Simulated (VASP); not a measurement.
# Zn4F3 (Im-3m) in VASP: notebook

Zn4F3 is run at these levels: PBE; tasks: relaxation of cell and atoms, single point.

All numbers are computed with VASP 6.6.1; they aren't measurements. Logs are shortened: lines on timing, memory, paths and dates and some standing lists are left out, and cuts for length are marked.

## 1. The cell of the first run

The structure is cubic, space group Im-3m (No. 229). Conventional cell: a = 5.905 Å, b = 5.905 Å, c = 5.905 Å, α = 90.00°, β = 90.00°, γ = 90.00°. Zn (site symmetry -3m) has 6 F at 2.56 Å and 6 Zn at 2.95 Å within 3.4 Å. F (site symmetry 4/mmm) has 8 Zn at 2.56 Å and 4 F at 2.95 Å within 3.4 Å.

The cell was generated, and may not be a known phase.

## 2. Relaxation of cell and atoms, PBE

INCAR

```
SYSTEM = Zn4F3
PREC = Accurate
ENCUT = 600
EDIFF = 1E-6
ISMEAR = 0
SIGMA = 0.1
LREAL = .False.
LASPH = .True.
NELM = 100
ALGO = Normal
ISIF = 3
LWAVE = .False.
LCHARG = .False.
GGA = PE
IBRION = 2
NSW = 100
EDIFFG = -0.01
```

KPOINTS

```
regular mesh
0
Gamma
  10 10 10
  0 0 0
```

POSCAR

```
Zn4F3
1.0
   -2.9523735044      2.9523735044      2.9523735044
    2.9523735044     -2.9523735044      2.9523735044
    2.9523735044      2.9523735044     -2.9523735044
Zn F
4 3
Direct
    0.5000000000      0.5000000000      0.5000000000
    0.0000000000      0.0000000000      0.5000000000
    0.0000000000      0.5000000000      0.0000000000
    0.5000000000      0.0000000000      0.0000000000
    0.0000000000      0.5000000000      0.5000000000
    0.5000000000      0.0000000000      0.5000000000
    0.5000000000      0.5000000000      0.0000000000
```

Potentials or basis: VASP PAW PBE potentials, release 64 (Zn, F).

Command:

```
> cat potpaw_PBE.64/Zn/POTCAR potpaw_PBE.64/F/POTCAR > POTCAR
> mpirun -np 1 vasp_std > vasp.out
```

OUTCAR:

```text
SYSTEM = Zn4F3
   PREC = Accurate
   ENCUT = 600
   EDIFF = 1E-6
   ISMEAR = 0
   LREAL = .False.
   LASPH = .True.
   NELM = 100
   ISIF = 3
   GGA = PE
   IBRION = 2
   NSW = 100
   EDIFFG = -0.01

 ion  position               nearest neighbor table
   1  0.500  0.500  0.500-   2 2.95   3 2.95   4 2.95   4 2.95   3 2.95   2 2.95
   2  0.000  0.000  0.500-   1 2.95   3 2.95   4 2.95   3 2.95   4 2.95   1 2.95
   3  0.000  0.500  0.000-   1 2.95   2 2.95   4 2.95   2 2.95   1 2.95   4 2.95
   4  0.500  0.000  0.000-   1 2.95   2 2.95   3 2.95   1 2.95   2 2.95   3 2.95
   5  0.000  0.500  0.500-
   6  0.500  0.000  0.500-
   7  0.500  0.500  0.000-

  LATTYP: Found a body centered cubic cell.
 ALAT       =     5.9047470088

  Lattice vectors:

 A1 = (  -2.9523735044,   2.9523735044,   2.9523735044)
 A2 = (   2.9523735044,  -2.9523735044,   2.9523735044)
 A3 = (   2.9523735044,   2.9523735044,  -2.9523735044)

Analysis of symmetry for initial positions (statically):
=====================================================================
 Subroutine PRICEL returns:
 Original cell was already a primitive cell.

 Routine SETGRP: Setting up the symmetry group for a
 body centered cubic supercell.

 Subroutine GETGRP returns: Found 48 space group operations
 (whereof 48 operations were pure point group operations)
 out of a pool of 48 trial point group operations.

The static configuration has the point symmetry O_h .

Analysis of symmetry for dynamics (positions and initial velocities):
=====================================================================
 Subroutine PRICEL returns:
 Original cell was already a primitive cell.

 Routine SETGRP: Setting up the symmetry group for a
 body centered cubic supercell.

 Subroutine GETGRP returns: Found 48 space group operations
 (whereof 48 operations were pure point group operations)
 out of a pool of 48 trial point group operations.

The dynamic configuration has the point symmetry O_h .

 Subroutine INISYM returns: Found 48 space group operations
 (whereof 48 operations are pure point group operations),
 and found     1 'primitive' translations

----------------------------------------------------------------------------------------

                                     Primitive cell

  volume of cell :     102.9376

  direct lattice vectors                    reciprocal lattice vectors
    -2.952373504  2.952373504  2.952373504     0.000000000  0.169355266  0.169355266
     2.952373504 -2.952373504  2.952373504     0.169355266  0.000000000  0.169355266
     2.952373504  2.952373504 -2.952373504     0.169355266  0.169355266  0.000000000

  length of vectors
     5.113660913  5.113660913  5.113660913     0.239504514  0.239504514  0.239504514

  position of ions in fractional coordinates (direct lattice)
     0.500000000  0.500000000  0.500000000
     0.000000000  0.000000000  0.500000000
     0.000000000  0.500000000  0.000000000
     0.500000000  0.000000000  0.000000000
     0.000000000  0.500000000  0.500000000
     0.500000000  0.000000000  0.500000000
     0.500000000  0.500000000  0.000000000

  ion indices of the primitive-cell ions
   primitive index   ion index
                 1           1
                 2           2
                 3           3
                 4           4
                 5           5
                 6           6
                 7           7

----------------------------------------------------------------------------------------
[... 82 lines left out ...]
   NUPDOWN=      -1.0000    fix difference up-down
   EMIN   =  10.00;   EMAX   =-10.00  energy-range for DOS
   EFERMI =   0.00;   METHOD = LEGACY
   ISMEAR =     0;   SIGMA  =   0.10  broadening in eV -4-tet -1-fermi 0-gaus
   EFERMI_NEDOS =   21; number of points for ismear=-14 and -15
   IALGO  =     38    algorithm
   IMIX   =      4    mixing-type and parameters
     AMIX     =   0.40;   BMIX     =  1.00
     AMIX_MAG =   1.60;   BMIX_MAG =  1.00
  volume/ion in A,a.u.               =      14.71        99.24
  Fermi-wavevector in a.u.,A,eV,Ry     =   1.432737  2.707481 27.929171  2.052736
  Thomas-Fermi vector in A             =   2.552332
   LORBIT       =      0    0 simple, 1 ext, 2 COOP (PROOUT), +10 PAW based schemes
   GGA     = PE    functional components
   LHFCALC =     F    Hartree Fock is set to
   AEXX    =    0.0000 exact exchange contribution
   IVDW    =     0    specifies the selected vdW correction
   LEPSILON=     F    determine dielectric tensor
   LRPA    =     F    only Hartree local field effects (RPA)
 conjugate gradient relaxation of ions
 non-spin polarized calculation
 Gauss-broadening in eV      SIGMA  =   0.10
  energy-cutoff  :      600.00
  volume of cell :      102.94
 maximum number of plane-waves:      3468
 NGX is ok and might be reduce to    42
   NGX = 21   NGY = 21   NGZ = 21

--------------------------------------- Ionic step        1  -------------------------------------------

 number of electron      69.0000075 magnetization

 Free energy of the ion-electron system (eV)
  ---------------------------------------------------
  ext. energy  EPLUGINS =         0.00000000
  ---------------------------------------------------
  free energy    TOTEN  =       -14.81481468 eV

  energy without entropy =      -14.79255781  energy(sigma->0) =      -14.80368625

------------------------ aborting loop because EDIFF is reached ----------------------------------------

  FORCE on cell =-STRESS in cart. coord.  units (eV):
  Direction    XX          YY          ZZ          XY          YZ          ZX
  --------------------------------------------------------------------------------------
  -------------------------------------------------------------------------------------
  Total       -0.3016418     -0.3016418     -0.3016418      0.0000000      0.0000000      0.0000000
  in kB       -4.6949205     -4.6949205     -4.6949205      0.0000000      0.0000000      0.0000000
  external PRESSURE =      -4.6949205 kB  Pullay stress =       0.0000000 kB

 VOLUME and BASIS-vectors are now :
 -----------------------------------------------------------------------------
  energy-cutoff  :      600.00
  volume of cell :      102.94
      direct lattice vectors                 reciprocal lattice vectors
    -2.952373504  2.952373504  2.952373504     0.000000000  0.169355266  0.169355266
     2.952373504 -2.952373504  2.952373504     0.169355266  0.000000000  0.169355266
     2.952373504  2.952373504 -2.952373504     0.169355266  0.169355266  0.000000000

 POSITION                                       TOTAL-FORCE (eV/Angst)
 -----------------------------------------------------------------------------------
      1.47619      1.47619      1.47619         0.000000     -0.000000      0.000000
      1.47619      1.47619     -1.47619        -0.000000      0.000000     -0.000000
      1.47619     -1.47619      1.47619         0.000000     -0.000000     -0.000000
     -1.47619      1.47619      1.47619        -0.000000     -0.000000     -0.000000
      2.95237      0.00000      0.00000        -0.000000     -0.000000     -0.000000
      0.00000      2.95237      0.00000         0.000000      0.000000     -0.000000
      0.00000      0.00000      2.95237         0.000000      0.000000      0.000000
 -----------------------------------------------------------------------------------
    total drift:                               -0.000000     -0.000000      0.000000

  FREE ENERGIE OF THE ION-ELECTRON SYSTEM (eV)
  ---------------------------------------------------
  free  energy   TOTEN  =       -14.8148146818 eV

  energy  without entropy=      -14.7925578126  energy(sigma->0) =      -14.80368625

--------------------------------------- Ionic step        2  -------------------------------------------

 number of electron      69.0000080 magnetization

 Free energy of the ion-electron system (eV)
  ---------------------------------------------------
  ext. energy  EPLUGINS =         0.00000000
  ---------------------------------------------------
  free energy    TOTEN  =       -14.81595037 eV

  energy without entropy =      -14.79392365  energy(sigma->0) =      -14.80493701

 E-fermi :   1.7590     XC(G=0): -10.4063

 val. band max:        1.7487408839   @ k =  -0.3000   0.4000   0.1000
 cond. band min:       1.7663692234   @ k =   0.2000   0.1000   0.1000
 fundamental gap:      0.0176283395
 Fermi energy:         1.7589908341

 k-point     1 :       0.0000    0.0000    0.0000
  band No.  band energies     occupation
      1     -21.8189      2.00000
      2     -21.4852      2.00000
      3     -21.4852      2.00000
      4      -5.5747      2.00000
      5      -5.5747      2.00000
      6      -5.5017      2.00000
[... 1045 lines left out ...]
     40       6.4393      0.00000
     41       7.7904      0.00000

 [... further k-points ...]

------------------------ aborting loop because EDIFF is reached ----------------------------------------

  FORCE on cell =-STRESS in cart. coord.  units (eV):
  Direction    XX          YY          ZZ          XY          YZ          ZX
  --------------------------------------------------------------------------------------
  -------------------------------------------------------------------------------------
  Total        0.0198181      0.0198181      0.0198181     -0.0000000      0.0000000      0.0000000
  in kB        0.3103911      0.3103911      0.3103911     -0.0000000      0.0000000      0.0000000
  external PRESSURE =       0.3103911 kB  Pullay stress =       0.0000000 kB

 VOLUME and BASIS-vectors are now :
 -----------------------------------------------------------------------------
  energy-cutoff  :      600.00
  volume of cell :      102.30
      direct lattice vectors                 reciprocal lattice vectors
    -2.946235941  2.946235941  2.946235941     0.000000000  0.169708065  0.169708065
     2.946235941 -2.946235941  2.946235941     0.169708065  0.000000000  0.169708065
     2.946235941  2.946235941 -2.946235941     0.169708065  0.169708065  0.000000000

 POSITION                                       TOTAL-FORCE (eV/Angst)
 -----------------------------------------------------------------------------------
      1.47312      1.47312      1.47312        -0.000000      0.000000     -0.000000
      1.47312      1.47312      4.41935        -0.000000      0.000000     -0.000000
      1.47312      4.41935      1.47312        -0.000000     -0.000000     -0.000000
      4.41935      1.47312      1.47312         0.000000     -0.000000      0.000000
      0.00000      2.94624      2.94624         0.000000     -0.000000      0.000000
      2.94624      0.00000      2.94624        -0.000000      0.000000      0.000000
      0.00000      0.00000      2.94624         0.000000     -0.000000     -0.000000
 -----------------------------------------------------------------------------------
    total drift:                               -0.000000      0.000000      0.000000

  FREE ENERGIE OF THE ION-ELECTRON SYSTEM (eV)
  ---------------------------------------------------
  free  energy   TOTEN  =       -14.8159503684 eV

  energy  without entropy=      -14.7939236467  energy(sigma->0) =      -14.80493701

 reached required accuracy - stopping structural energy minimisation
```

Run time: 4.4 min. Hardware: 1 thread of AMD EPYC 9R45 (Zen 5), shared host; peak memory 0.33 GiB.

What came out:

```yaml
Free_energy: -14.8160 eV
Relaxed_volume: 14.61 Å³/atom
Relaxed_cell: a = 5.103 Å, b = 5.103 Å, c = 5.103 Å, α = 109.47°, β = 109.47°, γ = 109.47°
Space_group_after_relaxing_to_0.1_Å: Im-3m (No. 229)
Energy_gained_by_relaxing: 0.2 meV/atom
Ionic_steps: 2
Pressure_after_relaxing: 0.0 GPa
Band_gap_on_the_k_mesh: zero (an odd number of electrons rules out a gap without spin polarisation)
```

The path:
```csv
step,energy change (eV),largest force (eV/Å),pressure (GPa),volume (Å³)
1,0.0000,0.0000,-0.47,102.94
2,-0.0011,0.0000,0.03,102.30
```

Final structure:
```
CELL_PARAMETERS angstrom
-2.94624 2.94624 2.94624
2.94624 -2.94624 2.94624
2.94624 2.94624 -2.94624
ATOMIC_POSITIONS crystal
Zn 0.50000 0.50000 0.50000
Zn 0.00000 0.00000 0.50000
Zn 0.00000 0.50000 0.00000
Zn 0.50000 0.00000 0.00000
F 0.00000 0.50000 0.50000
F 0.50000 0.00000 0.50000
F 0.50000 0.50000 0.00000
```

Caveat: an odd number of electrons without spin polarisation forces a metal; a magnetic or distorted state may lie lower.

## 3. Single point, PBE

INCAR

```
SYSTEM = Zn4F3
  ALGO = Normal
  EDIFF = 1E-6
  ENCUT = 520
  GGA = PE
  ISIF = 2
  ISMEAR = 0
  LASPH = .TRUE.
  LCHARG = .FALSE.
  LREAL = .FALSE.
  LWAVE = .FALSE.
  NBANDS = 44
  NELM = 100
  PREC = Accurate
  SIGMA = 0.1
```

KPOINTS

```
k-points
0
G
  4 4 4
  0 0 0
```

POSCAR is that of step 2.

Potentials or basis: VASP PAW PBE potentials, release 64 (Zn, F).

Command:

```
> cat potpaw_PBE.64/Zn/POTCAR potpaw_PBE.64/F/POTCAR > POTCAR
> mpirun -np 1 vasp_std > vasp.out
```

Wall time 30 s (1 thread of AMD EPYC 9R45 (Zen 5), shared host); peak memory 0.2 GiB.

Results (log left out):

- Free energy: -14.8351 eV
- Pressure: 0.0 GPa
- Band gap on the k mesh: zero (an odd number of electrons rules out a gap without spin polarisation)

Levels at points of the mesh, in eV from the Fermi level:
| k point | band 30 | band 31 | band 32 | band 33 | band 34 | band 35 | band 36 | band 37 | band 38 | band 39 |
| --- | --- | --- | --- | --- | --- | --- | --- | --- | --- | --- |
| (0.00, 0.00, 0.00) | -5.44 | -4.39 | -4.39 | -4.39 | 0.27 | 0.27 | 0.27 | 3.13 | 3.13 | 3.13 |
| (0.50, 0.00, 0.00) | -5.27 | -4.39 | -4.22 | -1.95 | -1.51 | -0.06 | 0.90 | 2.24 | 3.00 | 5.64 |
| (0.50, 0.50, 0.50) | -4.07 | -4.07 | -4.07 | -1.30 | 0.13 | 0.13 | 0.13 | 1.36 | 1.36 | 3.84 |

Caveat: the k points lie up to 0.38 Å⁻¹ apart, too coarse for converged energies and pressures of a metal; an odd number of electrons without spin polarisation forces a metal; a magnetic or distorted state may lie lower.

The gap in the log of VASP goes by the Fermi energy; the results here count the filled bands.